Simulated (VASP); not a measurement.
Runs of VASP 6.6.1 on BP (sol). The structure is that of space group F-43m (No. 216), or close to it. The cells are those of the table. 

```tsv
task	cell	cutoff (eV)	smearing	gap on the mesh (eV)	pressure (GPa)
single point	a = 3.185, b = 3.185, c = 3.164 Å, angles 60.2, 60.2, 59.6°, 2 atoms	500	gaussian 0.02 eV	1.00	3.1
relaxation of the atoms	atoms relaxed from a = 3.190, b = 3.190, c = 3.164 Å, angles 60.3, 60.3, 59.5°, 2 atoms	450	gaussian 0.02 eV	(a)	2.6
single point	a = 3.188, b = 3.188, c = 3.164 Å, angles 60.2, 60.2, 59.5°, 2 atoms	500	gaussian 0.02 eV	0.98	2.8
relaxation of the atoms	atoms relaxed from a = 3.185, b = 3.185, c = 3.164 Å, angles 60.2, 60.2, 59.6°, 2 atoms	450	gaussian 0.02 eV	1.00	3.2
single point	a = 3.188, b = 3.188, c = 3.164 Å, angles 60.2, 60.2, 59.5°, 2 atoms	500	gaussian 0.01 eV	0.98	2.8
```

Alike in all rows: level PBEsol; potentials or basis VASP PAW PBE potentials, release 64 (B, P); no spin polarisation; k mesh 10 × 10 × 10.

Question: Estimate the missing entries.

Answer: (a) 0.97.

Caveats: the PAW data sets were made with another functional, which shifts forces and pressure a little; the relaxation stopped at its first step, so nothing moved (some runs).

A k mesh can miss the band edges.
